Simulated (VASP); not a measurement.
# Zr4W (P4mm) in VASP: single point with PBE

Aim: the single point of Zr4W with PBE.

All numbers are computed with VASP 6.6.1; they aren't measurements. Logs are shortened: lines on timing, memory, paths and dates and some standing lists are left out, and cuts for length are marked.

### 1 The cell of the first run

It takes space group P4mm (No. 99, tetragonal). The conventional cell has a = 4.229 Å, b = 4.229 Å, c = 4.432 Å, α = 90.00°, β = 90.00°, γ = 90.00°. Zr (site symmetry 4mm) has 6 Zr at 2.05 to 2.38 Å within 2.7 Å. Within 3.3 Å of Zr (site symmetry 2mm) lie 10 Zr at 2.12 to 3.29 Å and 4 W at 3.01 to 3.11 Å. Within 2.7 Å of Zr (site symmetry 4mm) lie 2 Zr at 2.05 to 2.38 Å. Within 4.0 Å of W (site symmetry 4mm) lie 20 Zr at 3.01 to 3.85 Å.

### 2 Single point, PBE

Contents of INCAR:

```
  ALGO = Normal
  EDIFF = 1E-7
  ENCUT = 520
  GGA = PE
  ISIF = 2
  ISMEAR = 0
  LASPH = T
  LCHARG = F
  LREAL = F
  LWAVE = F
  NBANDS = 39
  NELM = 60
  PREC = Accurate
  SIGMA = 0.1
```

Contents of KPOINTS:

```
k-points
0
Gamma
  4 4 4
```

Contents of POSCAR:

```
Zr4W
1.0
    4.2294591700      0.0000000000      0.0000000000
    0.0000000000      4.2294591700      0.0000000000
    0.0000000000      0.0000000000      4.4317580500
Zr W
4 1
Direct
    0.5000000000      0.5000000000      0.5139970400
    0.0000000000      0.5000000000      0.4835777400
    0.5000000000      0.5000000000      0.0511998000
    0.5000000000      0.0000000000      0.4835777400
    0.0000000000      0.0000000000      0.9676476800
```

Potentials or basis: VASP PAW PBE potentials, release 64 (Zr_sv, W_sv).

Started as:

```console
cat potpaw_PBE.64/Zr_sv/POTCAR potpaw_PBE.64/W_sv/POTCAR > POTCAR
mpirun -np 1 vasp_std > vasp.out
```

OUTCAR:

```text
EDIFF = 1E-7
   ENCUT = 520
   GGA = PE
   ISIF = 2
   ISMEAR = 0
   LASPH = T
   LREAL = F
   NELM = 60
   PREC = Accurate

 ion  position               nearest neighbor table
   1  0.500  0.500  0.514-   3 2.05   2 2.12   4 2.12   4 2.12   2 2.12   3 2.38   5 3.60   5 3.60
                             5 3.60   5 3.60
   2  0.000  0.500  0.484-   1 2.12   1 2.12   3 2.85   3 2.85   4 2.99   4 2.99   4 2.99   4 2.99
                             5 3.01   5 3.01   5 3.11   5 3.11   3 3.29   3 3.29
   3  0.500  0.500  0.051-   1 2.05   1 2.38   4 2.85   2 2.85   4 2.85   2 2.85   5 3.01   5 3.01
                             5 3.01   5 3.01   2 3.29   4 3.29   2 3.29   4 3.29
   4  0.500  0.000  0.484-   1 2.12   1 2.12   3 2.85   3 2.85   2 2.99   2 2.99   2 2.99   2 2.99
                             5 3.01   5 3.01   5 3.11   5 3.11   3 3.29   3 3.29
   5  0.000  0.000  0.968-   2 3.01   4 3.01   2 3.01   4 3.01   3 3.01   3 3.01   3 3.01   3 3.01
                             4 3.11   2 3.11   4 3.11   2 3.11   1 3.60   1 3.60   1 3.60   1 3.60

  LATTYP: Found a simple tetragonal cell.
 ALAT       =     4.2294591700
 C/A-ratio  =     1.0478309098

  Lattice vectors:

 A1 = (   4.2294591700,   0.0000000000,   0.0000000000)
 A2 = (   0.0000000000,   4.2294591700,   0.0000000000)
 A3 = (   0.0000000000,   0.0000000000,   4.4317580500)

Analysis of symmetry for initial positions (statically):
=====================================================================
 Subroutine PRICEL returns:
 Original cell was already a primitive cell.

 Routine SETGRP: Setting up the symmetry group for a
 simple tetragonal supercell.

 Subroutine GETGRP returns: Found  8 space group operations
 (whereof  8 operations were pure point group operations)
 out of a pool of 16 trial point group operations.

The static configuration has the point symmetry C_4v.

Analysis of symmetry for dynamics (positions and initial velocities):
=====================================================================
 Subroutine PRICEL returns:
 Original cell was already a primitive cell.

 Routine SETGRP: Setting up the symmetry group for a
 simple tetragonal supercell.

 Subroutine GETGRP returns: Found  8 space group operations
 (whereof  8 operations were pure point group operations)
 out of a pool of 16 trial point group operations.

The dynamic configuration has the point symmetry C_4v.

 Subroutine INISYM returns: Found  8 space group operations
 (whereof  8 operations are pure point group operations),
 and found     1 'primitive' translations

----------------------------------------------------------------------------------------

                                     Primitive cell

  volume of cell :      79.2767

  direct lattice vectors                    reciprocal lattice vectors
     4.229459170  0.000000000  0.000000000     0.236436849  0.000000000  0.000000000
     0.000000000  4.229459170  0.000000000     0.000000000  0.236436849  0.000000000
     0.000000000  0.000000000  4.431758050     0.000000000  0.000000000  0.225644087

  length of vectors
     4.229459170  4.229459170  4.431758050     0.236436849  0.236436849  0.225644087

  position of ions in fractional coordinates (direct lattice)
     0.500000000  0.500000000  0.513997040
     0.000000000  0.500000000  0.483577740
     0.500000000  0.500000000  0.051199800
     0.500000000  0.000000000  0.483577740
     0.000000000  0.000000000  0.967647680

  ion indices of the primitive-cell ions
   primitive index   ion index
                 1           1
                 2           2
                 3           3
                 4           4
                 5           5

----------------------------------------------------------------------------------------

 KPOINTS: k-points

Automatic generation of k-mesh.
 Grid dimensions read from file:
 generate k-points for:    4    4    4

 Generating k-lattice:

  Cartesian coordinates                     Fractional coordinates (reciprocal lattice)
     0.059109212  0.000000000  0.000000000     0.250000000  0.000000000  0.000000000
     0.000000000  0.059109212  0.000000000     0.000000000  0.250000000  0.000000000
     0.000000000  0.000000000  0.056411022     0.000000000  0.000000000  0.250000000

  Length of vectors
     0.059109212  0.059109212  0.056411022

  Shift w.r.t. Gamma in fractional coordinates (k-lattice)
     0.000000000  0.000000000  0.000000000

 Subroutine IBZKPT returns following result:
 ===========================================

 Found     18 irreducible k-points:

 Following reciprocal coordinates:
            Coordinates               Weight
  0.000000  0.000000  0.000000      1.000000
  0.250000  0.000000  0.000000      4.000000
  0.500000  0.000000  0.000000      2.000000
  0.250000  0.250000  0.000000      4.000000
  0.500000  0.250000  0.000000      4.000000
  0.500000  0.500000  0.000000      1.000000
[... 10 lines left out ...]
  0.500000  0.250000  0.500000      4.000000
  0.500000  0.500000  0.500000      1.000000
   k-points           NKPTS =     18   k-points in BZ     NKDIM =     18   number of bands    NBANDS=     39
   number of dos      NEDOS =    301   number of ions     NIONS =      5
   total plane-waves  NPLWV =  36864
   dimension x,y,z NGX =    32 NGY =   32 NGZ =   36
   dimension x,y,z NGXF=    64 NGYF=   64 NGZF=   72
   ions per type =               4   1
   NGX,Y,Z   is equivalent  to a cutoff of  12.58, 12.58, 13.50 a.u.
   NGXF,Y,Z  is equivalent  to a cutoff of  25.16, 25.16, 27.01 a.u.
 SYSTEM =  unknown system
   PREC   = accura    normal or accurate (medium, high low for compatibility)
   ISTART =      0    job   : 0-new  1-cont  2-samecut
   ICHARG =      2    charge: 1-file 2-atom 10-const
   ISPIN  =      1    spin polarized calculation?
   LNONCOLLINEAR =      F non collinear calculations
   LSORBIT =      F    spin-orbit coupling
   LASPH  =      T    aspherical Exc in radial PAW
   ENCUT  =  520.0 eV  38.22 Ry    6.18 a.u.   7.86  7.86  8.24*2*pi/ulx,y,z
   NELM   =     60;   NELMIN=  2; NELMDL= -5     # of ELM steps
   EDIFF  = 0.1E-06   stopping-criterion for ELM
   LREAL  =      F    real-space projection
   EDIFFG = 0.1E-05   stopping-criterion for IOM
   NSW    =      0    number of steps for IOM
   IBRION =     -1    ionic relax: 0-MD 1-quasi-New 2-CG
   NFREE  =      0    steps in history (QN), initial steepest desc. (CG)
   ISIF   =      2    stress and relaxation
   ISYM   =      2    0-nonsym 1-usesym 2-fastsym
   POTIM  = 0.5000    time-step for ionic-motion
   TEBEG  =    0.0;   TEEND  =   0.0 temperature during run
   PSTRESS=    0.0 pullay stress
   NELECT =      62.0000    total number of electrons
   NUPDOWN=      -1.0000    fix difference up-down
   EMIN   =  10.00;   EMAX   =-10.00  energy-range for DOS
   EFERMI =   0.00;   METHOD = LEGACY
   ISMEAR =     0;   SIGMA  =   0.10  broadening in eV -4-tet -1-fermi 0-gaus
   EFERMI_NEDOS =   21; number of points for ismear=-14 and -15
   IALGO  =     38    algorithm
   IMIX   =      4    mixing-type and parameters
     AMIX     =   0.40;   BMIX     =  1.00
     AMIX_MAG =   1.60;   BMIX_MAG =  1.00
  volume/ion in A,a.u.               =      15.86       107.00
  Fermi-wavevector in a.u.,A,eV,Ry     =   1.508308  2.850290 30.953176  2.274994
  Thomas-Fermi vector in A             =   2.618780
   LORBIT       =      0    0 simple, 1 ext, 2 COOP (PROOUT), +10 PAW based schemes
   GGA     = PE    functional components
   LHFCALC =     F    Hartree Fock is set to
   AEXX    =    0.0000 exact exchange contribution
   IVDW    =     0    specifies the selected vdW correction
   LEPSILON=     F    determine dielectric tensor
   LRPA    =     F    only Hartree local field effects (RPA)
 non-spin polarized calculation
 Gauss-broadening in eV      SIGMA  =   0.10
  energy-cutoff  :      520.00
  volume of cell :       79.28
 maximum number of plane-waves:      2152
 NGX is ok and might be reduce to    32
   NGX = 15   NGY = 15   NGZ = 17

 number of electron      61.9999999 magnetization

 Free energy of the ion-electron system (eV)
  ---------------------------------------------------
  ext. energy  EPLUGINS =         0.00000000
  ---------------------------------------------------
  free energy    TOTEN  =       -29.31396069 eV

  energy without entropy =      -29.27280142  energy(sigma->0) =      -29.29338106

 E-fermi :  12.8324     XC(G=0): -12.9064

 val. band max:       12.8240488928   @ k =   0.5000   0.0000   0.2500
 cond. band min:      12.8595337325   @ k =   0.5000   0.5000   0.5000
 fundamental gap:      0.0354848397
 Fermi energy:        12.8323573131

 k-point     1 :       0.0000    0.0000    0.0000
  band No.  band energies     occupation
      1     -60.6917      2.00000
      2     -37.5456      2.00000
      3     -35.2788      2.00000
      4     -35.1609      2.00000
      5     -33.3677      2.00000
      6     -24.9126      2.00000
[... 31 lines left out ...]
     38      18.2395      0.00000
     39      18.4729      0.00000

 k-point     2 :       0.2500    0.0000    0.0000
  band No.  band energies     occupation
      1     -60.6916      2.00000
      2     -37.3795      2.00000
      3     -35.3602      2.00000
      4     -35.1775      2.00000
      5     -33.6083      2.00000
      6     -24.9115      2.00000
[... 31 lines left out ...]
     38      17.0873      0.00000
     39      17.2555      0.00000

 k-point     3 :       0.5000    0.0000    0.0000
  band No.  band energies     occupation
      1     -60.6916      2.00000
      2     -37.1742      2.00000
      3     -35.5010      2.00000
      4     -35.1850      2.00000
      5     -33.8283      2.00000
      6     -24.9104      2.00000
[... 580 lines left out ...]
 k-point    17 :       0.5000    0.2500    0.5000
  band No.  band energies     occupation
      1     -60.6915      2.00000
      2     -36.7221      2.00000
      3     -35.4995      2.00000
      4     -35.2885      2.00000
      5     -34.5144      2.00000
      6     -24.9149      2.00000
[... 31 lines left out ...]
     38      16.9215      0.00000
     39      17.0961      0.00000

 k-point    18 :       0.5000    0.5000    0.5000
  band No.  band energies     occupation
      1     -60.6915      2.00000
      2     -36.3003      2.00000
      3     -35.4983      2.00000
      4     -35.4983      2.00000
      5     -34.8867      2.00000
      6     -24.9172      2.00000
[... 31 lines left out ...]
     38      16.6004      0.00000
     39      16.9061      0.00000

------------------------ aborting loop because EDIFF is reached ----------------------------------------

  FORCE on cell =-STRESS in cart. coord.  units (eV):
  Direction    XX          YY          ZZ          XY          YZ          ZX
  --------------------------------------------------------------------------------------
  -------------------------------------------------------------------------------------
  Total       47.8091293     47.8091293     43.4183388      0.0000000      0.0000000      0.0000000
  in kB      966.2192833    966.2192833    877.4817032      0.0000000      0.0000000      0.0000000
  external PRESSURE =     936.6400899 kB  Pullay stress =       0.0000000 kB

 VOLUME and BASIS-vectors are now :
 -----------------------------------------------------------------------------
  energy-cutoff  :      520.00
  volume of cell :       79.28
      direct lattice vectors                 reciprocal lattice vectors
     4.229459170  0.000000000  0.000000000     0.236436849  0.000000000  0.000000000
     0.000000000  4.229459170  0.000000000     0.000000000  0.236436849  0.000000000
     0.000000000  0.000000000  4.431758050     0.000000000  0.000000000  0.225644087

 POSITION                                       TOTAL-FORCE (eV/Angst)
 -----------------------------------------------------------------------------------
      2.11473      2.11473      2.27791         0.000000     -0.000000      8.960949
      0.00000      2.11473      2.14310        -0.000000     -0.000000      0.717638
      2.11473      2.11473      0.22691         0.000000      0.000000    -10.184287
      2.11473      0.00000      2.14310        -0.000000     -0.000000      0.717638
      0.00000      0.00000      4.28838        -0.000000     -0.000000     -0.211938
 -----------------------------------------------------------------------------------
    total drift:                                0.000000     -0.000000      0.000047

  FREE ENERGIE OF THE ION-ELECTRON SYSTEM (eV)
  ---------------------------------------------------
  free  energy   TOTEN  =       -29.3139606868 eV

  energy  without entropy=      -29.2728014243  energy(sigma->0) =      -29.29338106
```

Wall time 99 s (1 thread of Oxide Virtual Turin-like, shared host); peak memory 0.17 GiB.

What came out:

- Free energy: -29.3140 eV
- Pressure: 93.7 GPa
- Largest force: 10.184 eV/Å
- Band gap on the k mesh: zero (bands 31 and 32 overlap by 0.79 eV)

Forces on the atoms (eV/Å):
```
Zr    0.000   0.000   8.961
Zr    0.000   0.000   0.718
Zr    0.000   0.000 -10.184
Zr    0.000   0.000   0.718
W     0.000   0.000  -0.212
```

Caveat: the k points lie up to 0.37 Å⁻¹ apart, too coarse for converged energies and pressures of a metal; atoms lie so close that the PAW spheres overlap strongly, which falsifies energies and pressures; spin-orbit coupling is left out, which moves the levels of the heavy elements; forces of over 1 eV/Å act on the atoms, so gaps and moduli don't describe the material at rest.

The gap in the log of VASP goes by the Fermi energy; the results here count the filled bands.